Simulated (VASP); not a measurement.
A run of VASP 6.6.1 is set up as follows.

INCAR

```
SYSTEM = TePb
ALGO = Normal ; EDIFF = 1E-6
ENCUT = 520 ; GGA = PE
ISIF = 2 ; ISMEAR = 0
LASPH = .TRUE. ; LCHARG = .FALSE.
LREAL = .FALSE. ; LWAVE = .FALSE.
NBANDS = 28 ; NELM = 80
PREC = Accurate ; SIGMA = 0.05
```

The input KPOINTS:

```
k-points
0
G
  8 8 6
  0 0 0
```

File POSCAR:

```
TePb
1.0
    4.7440821393      0.0000000000      0.0000000000
   -2.3720410697      4.1084956503      0.0000000000
    0.0000000000      0.0000000000      8.1302084022
Pb Te
2 2
Direct
    0.0000000000      0.0000000000      0.0000000000
    0.0000000000      0.0000000000      0.5000000000
    0.3333333333      0.6666666667      0.2500000000
    0.6666666667      0.3333333333      0.7500000000
```

Potentials or basis: VASP PAW PBE potentials, release 64 (Pb_d, Te).

Command:

```console
$ cat potpaw_PBE.64/Pb_d/POTCAR potpaw_PBE.64/Te/POTCAR > POTCAR
$ mpirun -np 1 vasp_std > vasp.out
```

(1) Predict the band gap on the k mesh.

(2) What does it give for the pressure?

## Answers

(1) 0.26 eV, indirect (least direct gap 0.38 eV).

(2) -2.9 GPa.

Caveat: spin-orbit coupling is left out, which moves the levels of the heavy elements.
